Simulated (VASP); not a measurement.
Write the native input for VASP 6.6.1 that does the following.

| Quantity | Value |
| --- | --- |
| Task | single point |
| Functional | r2SCAN |
| Potentials or basis | VASP PAW PBE potentials, release 64 (Pt, Se) |
| Cutoff | 520 eV |
| k mesh | 12 × 12 × 10 |
| Occupations | gaussian, width 0.15 eV |
| Spin | no spin polarisation |
| Dipole correction | no |
| Further INCAR settings | ALGO = Normal; EDIFF = 1e-06; NBANDS = 18 |

PtSe2:

```
Pt Se
1.0
     3.72400    0.00000    0.02793
    -1.86200    3.22508   -0.01397
     0.03796    0.00000    5.06200
Pt Se
1 2
Cartesian
  0.0000 0.0000 0.0000
  0.0095 2.1501 1.2655
  1.8905 1.0750 3.8105
```

This cell differs from its parent crystal: strain +0.0150 x Voigt [0, 0, 0, 0, 1, 0].

The input as run:

POSCAR

```
PtSe2
1.0
    3.7240006046      0.0000000000      0.0279300045
   -1.8620003023      3.2250791273     -0.0139650023
    0.0379650000      0.0000000000      5.0620000000
Pt Se
1 2
Direct
    0.0000000000      0.0000000000      0.0000000000
    0.3333333333      0.6666666667      0.2500000000
    0.6666666667      0.3333333333      0.7500000000
```

INCAR.step1

```
SYSTEM = PtSe2
ALGO = Normal ; EDIFF = 1E-4
ENCUT = 520 ; GGA = PE
ISMEAR = 0 ; LASPH = .TRUE.
LCHARG = .FALSE. ; LREAL = .FALSE.
LWAVE = .TRUE. ; NBANDS = 18
NELM = 80 ; PREC = Accurate
SIGMA = 0.15
```

INCAR.step2

```
SYSTEM = PtSe2
ALGO = Normal ; EDIFF = 1E-6
ENCUT = 520 ; ISIF = 2
ISMEAR = 0 ; ISTART = 1
LASPH = .TRUE. ; LCHARG = .FALSE.
LMIXTAU = .TRUE. ; LREAL = .FALSE.
LWAVE = .FALSE. ; METAGGA = R2SCAN
NBANDS = 18 ; NELM = 80
PREC = Accurate ; SIGMA = 0.15
```

KPOINTS

```
k-points
0
G
  12 12 10
  0 0 0
```

Potentials or basis: VASP PAW PBE potentials, release 64 (Pt, Se).

Command:

```sh
$ cat potpaw_PBE.64/Pt/POTCAR potpaw_PBE.64/Se/POTCAR > POTCAR
$ cp INCAR.step1 INCAR
$ mpirun -np 1 vasp_std > vasp.out
$ cp INCAR.step2 INCAR
$ mpirun -np 1 vasp_std > vasp.out
```

Results of the run:

```
Pressure               : 5.0 GPa
Largest force          : 0.419 eV/Å
Band gap on the k mesh : zero (bands 11 and 12 overlap by 0.29 eV)
```

Caveat: the cell differs from its parent crystal (strain +0.0150 x Voigt [0, 0, 0, 0, 1, 0]); the cell stands under pressure; the PAW data sets were made with another functional, which shifts forces and pressure a little; spin-orbit coupling is left out, which moves the levels of the heavy elements.

Wall time 55 min on 1 thread of Oxide Virtual Turin-like Processor, on a shared host, peak memory 0.79 GiB.
